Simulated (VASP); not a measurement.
# Al (I4_1/amd) in VASP: notebook

Runs on Al. Level: PBE. Tasks: relaxation of cell and atoms.

Program: VASP 6.6.1. These are calculated values, not measurements. Logs are shortened: lines on timing, memory, paths and dates and some standing lists are left out, and cuts for length are marked.

## Step 1: The cell of the first run

It takes space group I4_1/amd (No. 141, tetragonal). The conventional cell has a = 4.435 Å, b = 4.435 Å, c = 2.439 Å, α = 90.00°, β = 90.00°, γ = 90.00°. Al (site symmetry -4m2) has 10 Al at 2.30 to 2.87 Å within 3.0 Å.

## Step 2: Relaxation of cell and atoms, PBE, target pressure 54 GPa, at which the enthalpy is minimised

The input, INCAR:

```
SYSTEM = Al
ALGO     = Normal         ! electronic algorithm
EDIFF    = 1E-6           ! SCF threshold, eV
EDIFFG   = -0.005         ! ionic threshold
ENCUT    = 600            ! plane-wave cutoff, eV
GGA      = PE             ! functional
IBRION   = 2              ! ionic algorithm
ISIF     = 3              ! what is computed and relaxed
ISMEAR   = -1             ! smearing method
LASPH    = .True.         ! aspherical terms in the spheres
LCHARG   = .False.        ! write CHGCAR
LREAL    = .False.        ! projectors in reciprocal space
LWAVE    = .False.        ! write WAVECAR
NELM     = 60             ! most SCF steps
NSW      = 60             ! ionic steps
PREC     = Accurate       ! precision mode
PSTRESS  = 540.0        
SIGMA    = 0.1            ! smearing width, eV
```

The input, KPOINTS:

```
k-points
0
Gamma
  18 18 18
  0 0 0
```

The input, POSCAR:

```
Al
1.0
   -2.2173296826      2.2173296826      1.2195313255
    2.2173296826     -2.2173296826      1.2195313255
    2.2173296826      2.2173296826     -1.2195313255
Al
2
Direct
   -0.3750000000     -0.1250000000     -0.2500000000
    0.3750000000      0.1250000000      0.2500000000
```

Potentials or basis: VASP PAW PBE potentials, release 64 (Al).

Command:

```bash
$ cat potpaw_PBE.64/Al/POTCAR > POTCAR
$ mpirun -np 1 vasp_std > vasp.out
```

OUTCAR:

```text
SYSTEM = Al
   EDIFF = 1E-6
   EDIFFG = -0.005
   ENCUT = 600
   GGA = PE
   IBRION = 2
   ISIF = 3
   ISMEAR = -1
   LASPH = .True.
   LREAL = .False.
   NELM = 60
   NSW = 60
   PREC = Accurate
   PSTRESS = 540.0

 ion  position               nearest neighbor table
   1  0.625  0.875  0.750-   2 2.30   2 2.30   2 2.30   2 2.30   2 2.87   2 2.87   2 2.87   2 2.87

   2  0.375  0.125  0.250-   1 2.30   1 2.30   1 2.30   1 2.30   1 2.87   1 2.87   1 2.87   1 2.87

  LATTYP: Found a body centered tetragonal cell.
 ALAT       =     4.4346593652
 C/A-ratio  =     0.5500000000

  Lattice vectors:

 A1 = (  -2.2173296826,   2.2173296826,   1.2195313255)
 A2 = (   2.2173296826,  -2.2173296826,   1.2195313255)
 A3 = (   2.2173296826,   2.2173296826,  -1.2195313255)

Analysis of symmetry for initial positions (statically):
=====================================================================
 Subroutine PRICEL returns:
 Original cell was already a primitive cell.

 Routine SETGRP: Setting up the symmetry group for a
 body centered tetragonal supercell.

 Subroutine GETGRP returns: Found 16 space group operations
 (whereof  4 operations were pure point group operations)
 out of a pool of 16 trial point group operations.

The static configuration has the point symmetry C_2h.
 The point group associated with its full space group is D_4h.

Analysis of symmetry for dynamics (positions and initial velocities):
=====================================================================
 Subroutine PRICEL returns:
 Original cell was already a primitive cell.

 Routine SETGRP: Setting up the symmetry group for a
 body centered tetragonal supercell.

 Subroutine GETGRP returns: Found 16 space group operations
 (whereof  4 operations were pure point group operations)
 out of a pool of 16 trial point group operations.

The dynamic configuration has the point symmetry C_2h.
 The point group associated with its full space group is D_4h.

 Subroutine INISYM returns: Found 16 space group operations
 (whereof  4 operations are pure point group operations),
 and found     1 'primitive' translations

----------------------------------------------------------------------------------------

                                     Primitive cell

  volume of cell :      23.9836

  direct lattice vectors                    reciprocal lattice vectors
    -2.217329683  2.217329683  1.219531325     0.000000000  0.225496463  0.409993568
     2.217329683 -2.217329683  1.219531325     0.225496463  0.000000000  0.409993568
     2.217329683  2.217329683 -1.219531325     0.225496463  0.225496463  0.000000000

  length of vectors
     3.364574044  3.364574044  3.364574044     0.467913861  0.467913861  0.318900156

  position of ions in fractional coordinates (direct lattice)
     0.625000000  0.875000000  0.750000000
     0.375000000  0.125000000  0.250000000

  ion indices of the primitive-cell ions
   primitive index   ion index
                 1           1
                 2           2

----------------------------------------------------------------------------------------

 KPOINTS: k-points

Automatic generation of k-mesh.
 Grid dimensions read from file:
 generate k-points for:   18   18   18

 Generating k-lattice:

  Cartesian coordinates                     Fractional coordinates (reciprocal lattice)
     0.000000000  0.012527581  0.022777420     0.055555556  0.000000000 -0.000000000
     0.012527581  0.000000000  0.022777420     0.000000000  0.055555556 -0.000000000
     0.012527581  0.012527581  0.000000000     0.000000000  0.000000000  0.055555556

  Length of vectors
     0.025995214  0.025995214  0.017716675

  Shift w.r.t. Gamma in fractional coordinates (k-lattice)
     0.000000000  0.000000000  0.000000000

 Subroutine IBZKPT returns following result:
 ===========================================

 Found    480 irreducible k-points:

 Following reciprocal coordinates:
            Coordinates               Weight
  0.000000  0.000000  0.000000      1.000000
  0.055556 -0.000000  0.000000      8.000000
  0.111111 -0.000000  0.000000      8.000000
  0.166667  0.000000 -0.000000      8.000000
  0.222222 -0.000000  0.000000      8.000000
  0.277778  0.000000  0.000000      8.000000
[... 16 lines left out ...]
 -0.277778  0.055556  0.000000     16.000000
 -0.222222  0.055556  0.000000     16.000000
 [... further k-points ...]
   k-points           NKPTS =    480   k-points in BZ     NKDIM =    480   number of bands    NBANDS=      7
   number of dos      NEDOS =    301   number of ions     NIONS =      2
   total plane-waves  NPLWV =  21952
   dimension x,y,z NGX =    28 NGY =   28 NGZ =   28
   dimension x,y,z NGXF=    56 NGYF=   56 NGZF=   56
   ions per type =               2
   NGX,Y,Z   is equivalent  to a cutoff of  13.83, 13.83, 13.83 a.u.
   NGXF,Y,Z  is equivalent  to a cutoff of  27.67, 27.67, 27.67 a.u.
 SYSTEM =  Al
   PREC   = accura    normal or accurate (medium, high low for compatibility)
   ISTART =      0    job   : 0-new  1-cont  2-samecut
   ICHARG =      2    charge: 1-file 2-atom 10-const
   ISPIN  =      1    spin polarized calculation?
   LNONCOLLINEAR =      F non collinear calculations
   LSORBIT =      F    spin-orbit coupling
   LASPH  =      T    aspherical Exc in radial PAW
   ENCUT  =  600.0 eV  44.10 Ry    6.64 a.u.   6.72  6.72  6.72*2*pi/ulx,y,z
   NELM   =     60;   NELMIN=  2; NELMDL= -5     # of ELM steps
   EDIFF  = 0.1E-05   stopping-criterion for ELM
   LREAL  =      F    real-space projection
   EDIFFG = -.5E-02   stopping-criterion for IOM
   NSW    =     60    number of steps for IOM
   IBRION =      2    ionic relax: 0-MD 1-quasi-New 2-CG
   NFREE  =      1    steps in history (QN), initial steepest desc. (CG)
   ISIF   =      3    stress and relaxation
   ISYM   =      2    0-nonsym 1-usesym 2-fastsym
   POTIM  = 0.5000    time-step for ionic-motion
   TEBEG  =    0.0;   TEEND  =   0.0 temperature during run
   PSTRESS=  540.0 pullay stress
   NELECT =       6.0000    total number of electrons
   NUPDOWN=      -1.0000    fix difference up-down
   EMIN   =  10.00;   EMAX   =-10.00  energy-range for DOS
   EFERMI =   0.00;   METHOD = LEGACY
   ISMEAR =    -1;   SIGMA  =   0.10  broadening in eV -4-tet -1-fermi 0-gaus
   EFERMI_NEDOS =   21; number of points for ismear=-14 and -15
   IALGO  =     38    algorithm
   IMIX   =      4    mixing-type and parameters
     AMIX     =   0.40;   BMIX     =  1.00
     AMIX_MAG =   1.60;   BMIX_MAG =  1.00
  volume/ion in A,a.u.               =      11.99        80.92
  Fermi-wavevector in a.u.,A,eV,Ry     =   1.031543  1.949334 14.477706  1.064081
  Thomas-Fermi vector in A             =   2.165697
   LORBIT       =      0    0 simple, 1 ext, 2 COOP (PROOUT), +10 PAW based schemes
   GGA     = PE    functional components
   LHFCALC =     F    Hartree Fock is set to
   AEXX    =    0.0000 exact exchange contribution
   IVDW    =     0    specifies the selected vdW correction
   LEPSILON=     F    determine dielectric tensor
   LRPA    =     F    only Hartree local field effects (RPA)
 conjugate gradient relaxation of ions
 non-spin polarized calculation
  energy-cutoff  :      600.00
  volume of cell :       23.98
 maximum number of plane-waves:       812
   NGX = 13   NGY = 13   NGZ = 13

--------------------------------------- Ionic step        1  -------------------------------------------

 number of electron       6.0000000 magnetization

 Free energy of the ion-electron system (eV)
  ---------------------------------------------------
  ext. energy  EPLUGINS =         0.00000000
  ---------------------------------------------------
  free energy    TOTEN  =        -4.62938176 eV

  energy without entropy =       -4.60436988  energy(sigma->0) =       -4.61687582

------------------------ aborting loop because EDIFF is reached ----------------------------------------

  FORCE on cell =-STRESS in cart. coord.  units (eV):
  Direction    XX          YY          ZZ          XY          YZ          ZX
  --------------------------------------------------------------------------------------
  -------------------------------------------------------------------------------------
  Total       12.1516865     12.1516865      8.9676107      0.0000000      0.0000000      0.0000000
  in kB      811.7712119    811.7712119    599.0648480      0.0000000      0.0000000      0.0000000
  external PRESSURE =     200.8690906 kB  Pullay stress =     540.0000000 kB
[... 23 lines left out ...]
  enthalpy is  TOTEN    =         3.4540666435 eV   P V=        8.0834484045

--------------------------------------- Ionic step        2  -------------------------------------------

 number of electron       6.0000000 magnetization

 E-fermi :   8.9286     XC(G=0): -10.5742

 val. band max:        8.9261911119   @ k =  -0.3333   0.3333   0.0556
 cond. band min:       8.9386397920   @ k =  -0.2778   0.5000   0.1667
 fundamental gap:      0.0124486801
 Fermi energy:         8.9286296157

 k-point     1 :       0.0000    0.0000    0.0000
  band No.  band energies     occupation
      1      -2.7600      2.00000
      2       8.3143      1.99571
      3       8.3143      1.99571
      4       9.9435      0.00008
      5      10.3788      0.00000
      6      17.9152      0.00000
      7      20.1649      0.00000
[... 297 lines left out ...]
  FREE ENERGIE OF THE ION-ELECTRON SYSTEM (eV)
  ---------------------------------------------------
  free  energy   TOTEN  =        -5.5128412247 eV

  energy  without entropy=       -5.4855088591  energy(sigma->0) =       -5.49917504

  enthalpy is  TOTEN    =         3.3012838565 eV   P V=        8.8141250812

[... ionic steps 4 to 7 ...]

--------------------------------------- Ionic step        8  -------------------------------------------

 number of electron       6.0000000 magnetization

------------------------ aborting loop because EDIFF is reached ----------------------------------------

  FORCE on cell =-STRESS in cart. coord.  units (eV):
  Direction    XX          YY          ZZ          XY          YZ          ZX
  --------------------------------------------------------------------------------------
  -------------------------------------------------------------------------------------
  Total        8.6572018      8.6572018      8.7153957      0.0000000      0.0000000      0.0000000
  in kB      536.3164013    536.3164013    539.9215369      0.0000000      0.0000000      0.0000000
  external PRESSURE =      -2.4818869 kB  Pullay stress =     540.0000000 kB
[... 61 lines left out ...]
  enthalpy is  TOTEN    =         3.2857351813 eV   P V=        8.7057695829

--------------------------------------- Ionic step       10  -------------------------------------------

 number of electron       6.0000000 magnetization

 Free energy of the ion-electron system (eV)
  ---------------------------------------------------
  ext. energy  EPLUGINS =         0.00000000
  ---------------------------------------------------
  free energy    TOTEN  =        -5.42256677 eV

  energy without entropy =       -5.39502643  energy(sigma->0) =       -5.40879660

 E-fermi :  10.5774     XC(G=0): -11.0954

 val. band max:       10.5768609382   @ k =  -0.2222  -0.4444   0.0556
 cond. band min:      10.6030483647   @ k =  -0.2222   0.2222   0.0000
 fundamental gap:      0.0261874265
 Fermi energy:        10.5774353631

 k-point     1 :       0.0000    0.0000    0.0000
  band No.  band energies     occupation
      1      -2.1476      2.00000
      2      10.0323      1.99146
      3      10.0323      1.99146
      4      11.6105      0.00007
      5      12.3180      0.00000
      6      20.0670      0.00000
      7      22.4564      0.00000
[... 259 lines left out ...]
  FREE ENERGIE OF THE ION-ELECTRON SYSTEM (eV)
  ---------------------------------------------------
  free  energy   TOTEN  =        -5.4225667710 eV

  energy  without entropy=       -5.3950264284  energy(sigma->0) =       -5.40879660

  enthalpy is  TOTEN    =         3.2857298298 eV   P V=        8.7082966009

 reached required accuracy - stopping structural energy minimisation
```

Wall time 12 min (1 thread of Intel Xeon 8259CL, shared host); peak memory 0.22 GiB.

Results:

| Quantity | Value |
| --- | --- |
| Free energy | -5.4226 eV |
| Relaxed volume | 12.92 Å³/atom |
| Relaxed cell | a = 3.490 Å, b = 3.490 Å, c = 3.490 Å, α = 96.83°, β = 96.83°, γ = 139.65° |
| Space group after relaxing (to 0.1 Å) | I4_1/amd (No. 141) |
| Energy change on relaxing (the run minimises the enthalpy) | -396.6 meV/atom |
| Ionic steps | 10 |
| Pressure after relaxing | 54.0 GPa |
| Band gap on the k mesh | zero (bands 3 and 4 overlap by 9.26 eV) |

Step by step:
```csv
step,energy change (eV),largest force (eV/Å),pressure (GPa),volume (Å³)
1,0.0000,0.0000,74.09,23.98
2,-1.7055,0.0000,27.68,29.54
3,-0.8835,0.0000,51.13,26.15
4,-0.8552,0.0000,51.89,26.07
5,-0.7632,0.0000,54.83,25.75
6,-0.7850,0.0000,54.20,25.81
7,-0.7832,0.0000,54.25,25.81
8,-0.8015,0.0000,53.75,25.86
9,-0.7907,0.0000,54.04,25.83
10,-0.7932,0.0000,53.97,25.84
```

Final structure:
```
CELL_PARAMETERS angstrom
-2.31660 2.31660 1.20362
2.31660 -2.31660 1.20362
2.31660 2.31660 -1.20362
ATOMIC_POSITIONS crystal
Al 0.62500 0.87500 0.75000
Al 0.37500 0.12500 0.25000
```

Caveat: the cell is relaxed towards a set pressure, so the run minimises the enthalpy, not the energy.

## Step 3: Relaxation of cell and atoms, PBE, target pressure 54 GPa, at which the enthalpy is minimised

This run uses another cell than the first one, of 12.91 Å³/atom.

Changes to INCAR since step 2:

```diff
@@ -13,4 +13,4 @@
 LWAVE    = .False.        ! write WAVECAR
-NELM     = 60             ! most SCF steps
-NSW      = 60             ! ionic steps
+NELM     = 80             ! most SCF steps
+NSW      = 32             ! ionic steps
 PREC     = Accurate       ! precision mode
```

KPOINTS is that of step 2.

The input, POSCAR:

```
Al
1.0
   -2.3163131565      2.3163131565      1.2033138848
    2.3163131565     -2.3163131565      1.2033138848
    2.3163131565      2.3163131565     -1.2033138848
Al
2
Direct
   -0.3750000000     -0.1250000000     -0.2500000000
    0.3750000000      0.1250000000      0.2500000000
```

Potentials or basis: VASP PAW PBE potentials, release 64 (Al).

Command:

```bash
$ cat potpaw_PBE.64/Al/POTCAR > POTCAR
$ mpirun -np 1 vasp_std > vasp.out
```

Wall time 3.5 min (1 thread of Intel Xeon 8259CL, shared host); peak memory 0.23 GiB.

Results (log left out):

```
Free energy                                                : -5.4218 eV
Relaxed volume                                             : 12.92 Å³/atom
Relaxed cell                                               : a = 3.490 Å, b = 3.490 Å, c = 3.490 Å, α = 96.83°, β = 96.83°, γ = 139.66°
Space group after relaxing (to 0.1 Å)                      : I4_1/amd (No. 141)
Energy change on relaxing (the run minimises the enthalpy) : -1.7 meV/atom
Ionic steps                                                : 3
Pressure after relaxing                                    : 54.0 GPa
Band gap on the k mesh                                     : zero (bands 3 and 4 overlap by 9.26 eV)
```

Step by step:
```
step  energy change (eV)  largest force (eV/Å)  pressure (GPa)  volume (Å³)
   1              0.0000                0.0000           54.09        25.82
   2             -0.0094                0.0000           53.84        25.85
   3             -0.0034                0.0000           53.99        25.83
```

Final structure:
```
Al
1.0
    -2.31660    2.31660    1.20349
     2.31660   -2.31660    1.20349
     2.31660    2.31660   -1.20349
Al
2
Direct
  0.62500 0.87500 0.75000
  0.37500 0.12500 0.25000
```

Levels at points of the mesh, in eV from the Fermi level:
```
           k point  band 1  band 2  band 3  band 4  band 5  band 6  band 7
(0.00, 0.00, 0.00)  -12.73   -0.55   -0.55    1.03    1.74    9.49   11.88
(0.50, 0.00, 0.00)   -5.27   -4.56    0.60    0.98    1.56    2.62    7.77
(0.50, 0.50, 0.00)   -9.34   -9.34    2.35    2.35    4.58    4.58   12.82
(0.50, 0.50, 0.50)   -6.14   -6.14   -5.95   -5.95   10.24   10.24   17.70
```

Caveat: the cell is relaxed towards a set pressure, so the run minimises the enthalpy, not the energy.

The gap in the log of VASP goes by the Fermi energy; the results here count the filled bands.